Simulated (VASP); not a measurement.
# GaN (F-43m) in VASP: single point with PBE

Aim: the single point of GaN with PBE.

Program: VASP 6.6.1. These are calculated values, not measurements. Logs are shortened: lines on timing, memory, paths and dates and some standing lists are left out, and cuts for length are marked.

## (1) The cell of the first run

Symmetry: F-43m, No. 216, cubic system. Conventional cell: a = 4.548 Å, b = 4.548 Å, c = 4.548 Å, α = 90.00°, β = 90.00°, γ = 90.00°. Within 2.6 Å of Ga (site symmetry -43m) lie 4 N at 1.97 Å. Within 2.6 Å of N (site symmetry -43m) lie 4 Ga at 1.97 Å.

## (2) Single point, PBE

INCAR

```
SYSTEM = GaN
PREC     = Accurate       ! precision mode
ENCUT    = 520            ! plane-wave cutoff, eV
EDIFF    = 1E-6           ! SCF threshold, eV
ISMEAR   = 0              ! smearing method
SIGMA    = 0.01           ! smearing width, eV
LREAL    = Auto         
LASPH    = .TRUE.         ! aspherical terms in the spheres
NELM     = 100            ! most SCF steps
ALGO     = Normal         ! electronic algorithm
ISIF     = 2              ! what is computed and relaxed
LWAVE    = .FALSE.        ! write WAVECAR
LCHARG   = .FALSE.        ! write CHGCAR
GGA      = PE             ! functional
NBANDS   = 166            ! bands
```

KPOINTS

```
regular mesh
0
G
  2 2 2
  0 0 0
```

POSCAR

```
GaN
1.0
    4.5484769843      4.5484769843     -4.5484769843
   -4.5484769843     -4.5484769843     -4.5484769843
   -4.5484769843      4.5484769843      4.5484769843
Ga N
16 16
Direct
    0.2500000000      0.0000000000      0.7500000000
    0.5000000000      0.7500000000      0.7500000000
    0.7500000000      0.5000000000      0.7500000000
    0.7500000000      0.0000000000      0.2500000000
    0.0000000000      1.0000000000      0.0000000000
    0.2500000000      0.7500000000      0.0000000000
    0.5000000000      0.5000000000      0.0000000000
    0.7500000000      0.2500000000      0.0000000000
    0.0000000000      0.2500000000      0.7500000000
    0.5000000000      0.0000000000      0.5000000000
    0.7500000000      0.7500000000      0.5000000000
    0.0000000000      0.7500000000      0.2500000000
    0.2500000000      0.5000000000      0.2500000000
    0.5000000000      0.2500000000      0.2500000000
    0.0000000000      0.5000000000      0.5000000000
    0.2500000000      0.2500000000      0.5000000000
    0.2500000000      0.0000000000      0.0000000000
    0.5000000000      0.7500000000      0.0000000000
    0.7500000000      0.5000000000      0.0000000000
    0.7500000000      0.0000000000      0.5000000000
    0.0000000000      0.0000000000      0.2500000000
    0.2500000000      0.7500000000      0.2500000000
    0.5000000000      0.5000000000      0.2500000000
    0.7500000000      0.2500000000      0.2500000000
    0.0000000000      0.2500000000      0.0000000000
    0.5000000000      0.0000000000      0.7500000000
    0.7500000000      0.7500000000      0.7500000000
    0.0000000000      0.7500000000      0.5000000000
    0.2500000000      0.5000000000      0.5000000000
    0.5000000000      0.2500000000      0.5000000000
    0.0000000000      0.5000000000      0.7500000000
    0.2500000000      0.2500000000      0.7500000000
```

Potentials or basis: VASP PAW PBE potentials, release 64 (Ga_d, N).

Started as:

```bash
$ cat potpaw_PBE.64/Ga_d/POTCAR potpaw_PBE.64/N/POTCAR > POTCAR
$ mpirun -np 1 vasp_std > vasp.out
```

OUTCAR:

```text
SYSTEM = GaN
   PREC = Accurate
   ENCUT = 520
   EDIFF = 1E-6
   ISMEAR = 0
   LREAL = Auto
   LASPH = .TRUE.
   NELM = 100
   ISIF = 2
   GGA = PE

 ion  position               nearest neighbor table
   1  0.250  0.000  0.750-  17 1.97  26 1.97  28 1.97  32 1.97
   2  0.500  0.750  0.750-  18 1.97  26 1.97  27 1.97  29 1.97
   3  0.750  0.500  0.750-  19 1.97  27 1.97  30 1.97  31 1.97
   4  0.750  0.000  0.250-  18 1.97  20 1.97  21 1.97  24 1.97
   5  0.000  0.000  0.000-  17 1.97  21 1.97  25 1.97  27 1.97
   6  0.250  0.750  0.000-  17 1.97  18 1.97  22 1.97  31 1.97
[... 24 lines left out ...]
  31  0.000  0.500  0.750-   3 1.97   6 1.97   9 1.97  15 1.97
  32  0.250  0.250  0.750-   1 1.97   7 1.97   9 1.97  16 1.97

  LATTYP: Found a body centered cubic cell.
 ALAT       =     9.0969539686

  Lattice vectors:

 A1 = (   4.5484769843,   4.5484769843,  -4.5484769843)
 A2 = (  -4.5484769843,  -4.5484769843,  -4.5484769843)
 A3 = (  -4.5484769843,   4.5484769843,   4.5484769843)

Analysis of symmetry for initial positions (statically):
=====================================================================
 Subroutine PRICEL returns following result:

  LATTYP: Found a face centered cubic cell.
 ALAT       =     4.5484769843

  Lattice vectors:

 A1 = (  -2.2742384922,  -2.2742384922,   0.0000000000)
 A2 = (  -0.0000000000,  -2.2742384922,   2.2742384922)
 A3 = (  -2.2742384922,  -0.0000000000,   2.2742384922)

  16 primitive cells build up your supercell.

 Routine SETGRP: Setting up the symmetry group for a
 body centered cubic supercell.

 Subroutine GETGRP returns: Found 24 space group operations
 (whereof 24 operations were pure point group operations)
 out of a pool of 48 trial point group operations.

The static configuration has the point symmetry T_d .

Analysis of symmetry for dynamics (positions and initial velocities):
=====================================================================
 Subroutine PRICEL returns following result:

  LATTYP: Found a face centered cubic cell.
 ALAT       =     4.5484769843

  Lattice vectors:

 A1 = (  -2.2742384922,  -2.2742384922,   0.0000000000)
 A2 = (  -0.0000000000,  -2.2742384922,   2.2742384922)
 A3 = (  -2.2742384922,  -0.0000000000,   2.2742384922)

  16 primitive cells build up your supercell.

 Routine SETGRP: Setting up the symmetry group for a
 body centered cubic supercell.

 Subroutine GETGRP returns: Found 24 space group operations
 (whereof 24 operations were pure point group operations)
 out of a pool of 48 trial point group operations.

The dynamic configuration has the point symmetry T_d .

 Subroutine INISYM returns: Found 24 space group operations
 (whereof 24 operations are pure point group operations),
 and found    16 'primitive' translations

----------------------------------------------------------------------------------------

                                     Primitive cell

  volume of cell :      23.5255

  direct lattice vectors                    reciprocal lattice vectors
    -2.274238492 -2.274238492  0.000000000    -0.219853811 -0.219853811 -0.219853811
    -0.000000000 -2.274238492  2.274238492     0.219853811 -0.219853811  0.219853811
    -2.274238492 -0.000000000  2.274238492    -0.219853811  0.219853811  0.219853811

  length of vectors
     3.216258920  3.216258920  3.216258920     0.380797971  0.380797971  0.380797971

  position of ions in fractional coordinates (direct lattice)
     1.000000000  0.000000000  0.000000000
     0.750000000  0.750000000  0.750000000

  ion indices of the primitive-cell ions
   primitive index   ion index
                 1           1
                 2          17

----------------------------------------------------------------------------------------

 KPOINTS: regular mesh

Automatic generation of k-mesh.
 Grid dimensions read from file:
 generate k-points for:    2    2    2

 Generating k-lattice:

  Cartesian coordinates                     Fractional coordinates (reciprocal lattice)
     0.000000000  0.054963453 -0.054963453     0.500000000  0.000000000  0.000000000
    -0.054963453  0.000000000 -0.054963453     0.000000000  0.500000000  0.000000000
    -0.054963453  0.054963453  0.000000000     0.000000000  0.000000000  0.500000000

  Length of vectors
     0.077730060  0.077730060  0.077730060

  Shift w.r.t. Gamma in fractional coordinates (k-lattice)
     0.000000000  0.000000000  0.000000000

 Subroutine IBZKPT returns following result:
 ===========================================

 Found      3 irreducible k-points:

 Following reciprocal coordinates:
            Coordinates               Weight
  0.000000  0.000000  0.000000      1.000000
  0.500000  0.000000  0.000000      6.000000
  0.500000  0.500000  0.500000      1.000000
   k-points           NKPTS =      3   k-points in BZ     NKDIM =      3   number of bands    NBANDS=    166
   number of dos      NEDOS =    301   number of ions     NIONS =     32
   total plane-waves  NPLWV = 216000
   dimension x,y,z NGX =    60 NGY =   60 NGZ =   60
   dimension x,y,z NGXF=   120 NGYF=  120 NGZF=  120
   ions per type =              16  16
   NGX,Y,Z   is equivalent  to a cutoff of  12.66, 12.66, 12.66 a.u.
   NGXF,Y,Z  is equivalent  to a cutoff of  25.32, 25.32, 25.32 a.u.
 SYSTEM =  GaN
   PREC   = accura    normal or accurate (medium, high low for compatibility)
   ISTART =      0    job   : 0-new  1-cont  2-samecut
   ICHARG =      2    charge: 1-file 2-atom 10-const
   ISPIN  =      1    spin polarized calculation?
   LNONCOLLINEAR =      F non collinear calculations
   LSORBIT =      F    spin-orbit coupling
   LASPH  =      T    aspherical Exc in radial PAW
   ENCUT  =  520.0 eV  38.22 Ry    6.18 a.u.  14.65 14.65 14.65*2*pi/ulx,y,z
   NELM   =    100;   NELMIN=  2; NELMDL= -5     # of ELM steps
   EDIFF  = 0.1E-05   stopping-criterion for ELM
   LREAL  =      T    real-space projection
   EDIFFG = 0.1E-04   stopping-criterion for IOM
   NSW    =      0    number of steps for IOM
   IBRION =     -1    ionic relax: 0-MD 1-quasi-New 2-CG
   NFREE  =      0    steps in history (QN), initial steepest desc. (CG)
   ISIF   =      2    stress and relaxation
   ISYM   =      2    0-nonsym 1-usesym 2-fastsym
   POTIM  = 0.5000    time-step for ionic-motion
   TEBEG  =    0.0;   TEEND  =   0.0 temperature during run
   PSTRESS=    0.0 pullay stress
   NELECT =     288.0000    total number of electrons
   NUPDOWN=      -1.0000    fix difference up-down
   EMIN   =  10.00;   EMAX   =-10.00  energy-range for DOS
   EFERMI =   0.00;   METHOD = LEGACY
   ISMEAR =     0;   SIGMA  =   0.01  broadening in eV -4-tet -1-fermi 0-gaus
   EFERMI_NEDOS =   21; number of points for ismear=-14 and -15
   IALGO  =     38    algorithm
   IMIX   =      4    mixing-type and parameters
     AMIX     =   0.40;   BMIX     =  1.00
     AMIX_MAG =   1.60;   BMIX_MAG =  1.00
  volume/ion in A,a.u.               =      11.76        79.38
  Fermi-wavevector in a.u.,A,eV,Ry     =   1.497337  2.829557 30.504523  2.242019
  Thomas-Fermi vector in A             =   2.609238
   LORBIT       =      0    0 simple, 1 ext, 2 COOP (PROOUT), +10 PAW based schemes
   GGA     = PE    functional components
   LHFCALC =     F    Hartree Fock is set to
   AEXX    =    0.0000 exact exchange contribution
   IVDW    =     0    specifies the selected vdW correction
   LEPSILON=     F    determine dielectric tensor
   LRPA    =     F    only Hartree local field effects (RPA)
 non-spin polarized calculation
 Gauss-broadening in eV      SIGMA  =   0.01
  energy-cutoff  :      520.00
  volume of cell :      376.41
 maximum number of plane-waves:     10192
 NGX is ok and might be reduce to    60
   NGX = 29   NGY = 29   NGZ = 29

 number of electron     288.0000331 magnetization

 Free energy of the ion-electron system (eV)
  ---------------------------------------------------
  ext. energy  EPLUGINS =         0.00000000
  ---------------------------------------------------
  free energy    TOTEN  =      -194.41408729 eV

  energy without entropy =     -194.41408729  energy(sigma->0) =     -194.41408729

 E-fermi :   5.1069     XC(G=0): -11.5198

 val. band max:        4.9897495574   @ k =   0.0000   0.0000   0.0000
 cond. band min:       6.5358617862   @ k =   0.0000   0.0000   0.0000
 fundamental gap:      1.5461122289
 Fermi energy:         5.1069368590

 k-point     1 :       0.0000    0.0000    0.0000
  band No.  band energies     occupation
      1     -10.7138      2.00000
      2      -9.8763      2.00000
      3      -9.8763      2.00000
      4      -9.8763      2.00000
      5      -9.8763      2.00000
      6      -9.8763      2.00000
[... 148 lines left out ...]
    155      11.2295      0.00000
    156      11.2295      0.00000

 k-point     2 :       0.5000    0.0000    0.0000
  band No.  band energies     occupation
      1     -10.3374      2.00000
      2     -10.3374      2.00000
      3      -9.9690      2.00000
      4      -9.9690      2.00000
      5      -9.9690      2.00000
      6      -9.9690      2.00000
[... 148 lines left out ...]
    155       9.9793      0.00000
    156       9.9793      0.00000

 k-point     3 :       0.5000    0.5000    0.5000
  band No.  band energies     occupation
      1     -10.0722      2.00000
      2     -10.0722      2.00000
      3     -10.0722      2.00000
      4     -10.0722      2.00000
      5     -10.0722      2.00000
      6     -10.0722      2.00000
[... 148 lines left out ...]
    155      11.1556      0.00000
    156      11.1556      0.00000
 [bands above 156 left out]

------------------------ aborting loop because EDIFF is reached ----------------------------------------

  FORCE on cell =-STRESS in cart. coord.  units (eV):
  Direction    XX          YY          ZZ          XY          YZ          ZX
  --------------------------------------------------------------------------------------
  -------------------------------------------------------------------------------------
  Total       -0.1408723     -0.1408723     -0.1408723     -0.0000000     -0.0000000     -0.0000000
  in kB       -0.5996228     -0.5996228     -0.5996228     -0.0000000     -0.0000000     -0.0000000
  external PRESSURE =      -0.5996228 kB  Pullay stress =       0.0000000 kB

 VOLUME and BASIS-vectors are now :
 -----------------------------------------------------------------------------
  energy-cutoff  :      520.00
  volume of cell :      376.41
      direct lattice vectors                 reciprocal lattice vectors
     4.548476984  4.548476984 -4.548476984     0.000000000  0.109926906 -0.109926906
    -4.548476984 -4.548476984 -4.548476984    -0.109926906  0.000000000 -0.109926906
    -4.548476984  4.548476984  4.548476984    -0.109926906  0.109926906  0.000000000

 POSITION                                       TOTAL-FORCE (eV/Angst)
 -----------------------------------------------------------------------------------
     -2.27424      4.54848      2.27424        -0.000000     -0.000000     -0.000000
     -4.54848      2.27424     -2.27424        -0.000000     -0.000000     -0.000000
     -2.27424      4.54848     -2.27424        -0.000000     -0.000000     -0.000000
      2.27424      4.54848     -2.27424        -0.000000     -0.000000     -0.000000
      0.00000      0.00000      0.00000        -0.000000     -0.000000     -0.000000
     -2.27424     -2.27424     -4.54848        -0.000000     -0.000000     -0.000000
[... 24 lines left out ...]
     -5.68560      1.13712      1.13712        -0.000000      0.000000      0.000000
     -3.41136      3.41136      1.13712         0.000000      0.000000     -0.000000
 -----------------------------------------------------------------------------------
    total drift:                               -0.000028      0.000028     -0.000029

  FREE ENERGIE OF THE ION-ELECTRON SYSTEM (eV)
  ---------------------------------------------------
  free  energy   TOTEN  =      -194.4140872900 eV

  energy  without entropy=     -194.4140872900  energy(sigma->0) =     -194.41408729
```

Run time: 15 min. Hardware: 1 thread of Intel Xeon 8259CL, shared host; peak memory 0.54 GiB.

Results:

```yaml
Free_energy: -194.4141 eV
Pressure: -0.1 GPa
Band_gap_on_the_k_mesh: 1.55 eV
```

Levels at points of the mesh, in eV from the valence-band top:
```
           k point  band 140  band 141  band 142  band 143  band 144  band 145  band 146  band 147  band 148  band 149
(0.00, 0.00, 0.00)     -0.99     -0.99      0.00      0.00      0.00      1.55      3.34      3.34      3.34      6.24
(0.50, 0.00, 0.00)     -1.19     -0.99     -0.99     -0.20     -0.20      3.76      3.76      4.94      4.94      4.94
(0.50, 0.50, 0.50)     -0.93     -0.93     -0.93     -0.93     -0.93      4.45      4.45      4.45      4.45      4.47
```

Caveat: the k points lie up to 0.49 Å⁻¹ apart.
